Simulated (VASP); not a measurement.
Write the native input for VASP 6.6.1 that does the following.

```
Task                   : single point
Functional             : PBE
Potentials or basis    : VASP PAW PBE potentials, release 64 (Pb_d, S)
Cutoff                 : 520 eV
k mesh                 : 10 × 10 × 10
Occupations            : gaussian, width 0.05 eV
Spin                   : no spin polarisation
Dipole correction      : no
Further INCAR settings : ALGO = Normal; EDIFF = 1e-06; NBANDS = 17
```

The structure of PbS lies in POSCAR:

```
PbS
1.0
    0.0000000000      3.0045318093      3.0045318093
    3.0045318093      0.0000000000      3.0045318093
    3.0045318093      3.0045318093      0.0000000000
Pb S
1 1
Direct
    0.5000000000      0.5000000000      0.5000000000
    0.0199698335      0.0199698335     -0.0199698335
```

This cell differs from its parent crystal: atom 2 (S) moved 0.12 Å along z.

One way to write it, as run:

INCAR

```
SYSTEM = PbS
PREC = Accurate
ENCUT = 520
EDIFF = 1E-6
ISMEAR = 0
SIGMA = 0.05
LREAL = .False.
LASPH = .True.
NELM = 100
ALGO = Normal
ISIF = 2
LWAVE = .False.
LCHARG = .False.
GGA = PE
NBANDS = 17
```

KPOINTS

```
Automatic mesh
0
Gamma
  10 10 10
  0 0 0
```

Potentials or basis: VASP PAW PBE potentials, release 64 (Pb_d, S).

The run is started by

```console
$ cat potpaw_PBE.64/Pb_d/POTCAR potpaw_PBE.64/S/POTCAR > POTCAR
$ mpirun -np 1 vasp_std > vasp.out
```

It gave:

```
Pressure               : 0.1 GPa
Largest force          : 0.043 eV/Å
Band gap on the k mesh : 0.61 eV
```

Caveat: the cell differs from its parent crystal (atom 2 (S) moved 0.12 Å along z); spin-orbit coupling is left out, which moves the levels of the heavy elements.

Wall time 25 s on 1 thread of Intel(R) Xeon(R) 6975P-C (Granite Rapids), with other jobs on the host, peak memory 0.23 GiB.
